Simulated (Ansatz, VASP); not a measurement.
# One calculation of Hf, two programs

The input POSCAR:

```
Hf
1.0
    0.0000000000      2.1899963220      2.1899963220
    2.1899963220      0.0000000000      2.1899963220
    2.1899963220      2.1899963220      0.0000000000
Hf
1
Direct
    0.0000000000      0.0000000000      0.0000000000
```

File INCAR.step1:

```
PREC = Accurate
ENCUT = 520
EDIFF = 1E-5
ISMEAR = -1
SIGMA = 0.05
LREAL = False
LASPH = True
NELM = 80
ALGO = Normal
ISIF = 2
LWAVE = True
GGA = PE
NBANDS = 11
```

Contents of INCAR.step2:

```
PREC = Accurate
ENCUT = 520
EDIFF = 1E-6
ISMEAR = -1
SIGMA = 0.05
LREAL = False
LASPH = True
NELM = 80
ALGO = Normal
ISIF = 2
LWAVE = False
LCHARG = True
GGA = PE
LHFCALC = True
AEXX = 0.25
PRECFOCK = Normal
LELF = True
LVHAR = True
ISTART = 1
NBANDS = 11
```

The input KPOINTS:

```
regular mesh
0
Gamma
  6 6 6
```

input.yaml

```yaml
crystal:
  lattice:
    - [0.0, 2.189996322, 2.189996322]
    - [2.189996322, 0.0, 2.189996322]
    - [2.189996322, 2.189996322, 0.0]
  atoms:
    - { symbol: Hf, position: [0.0, 0.0, 0.0] }
hamiltonian:
  xc: pbe0
  pseudopotentials: { kind: paw }
kpoints:
  mp_grid: { grid: [6, 6, 6] }
scf:
  occupations: { method: fermi_dirac, width: 0.05 }
output:
  forces: true
  stress: true
  eigenvalues: true
```

Alike in both runs: task single point; functional PBE0; k mesh 6 × 6 × 6; occupations fermi-dirac, width 0.05 eV; no spin polarisation.

|  | VASP | Ansatz |
| --- | --- | --- |
| version | VASP 6.6.1 | Ansatz 0.2.0 |
| potentials or method | VASP PAW PBE potentials, release 64 (Hf_pv) | Ansatz PAW |
| plane-wave cutoff (eV) | 520 | 420 |
| valence electrons in the cell | 10 | 26 |

|  | VASP | Ansatz | Ansatz less VASP |
| --- | --- | --- | --- |
| gap on the k mesh at the Fermi level (eV) | none | none | - |
| pressure (GPa) | 6.9 | 9.3 | +2.39 |

A gap of «none» marks a metal or a gap that the smearing closes. The functional is the same, so the differences come from potentials, cutoffs and numerics. VASP's potentials hold 10 valence electrons a cell and Ansatz's 26, so a difference there can come from the potentials and not from the codes.

The k mesh is coarse, so the values compare programs but aren't converged. Neither program's run includes spin-orbit coupling.
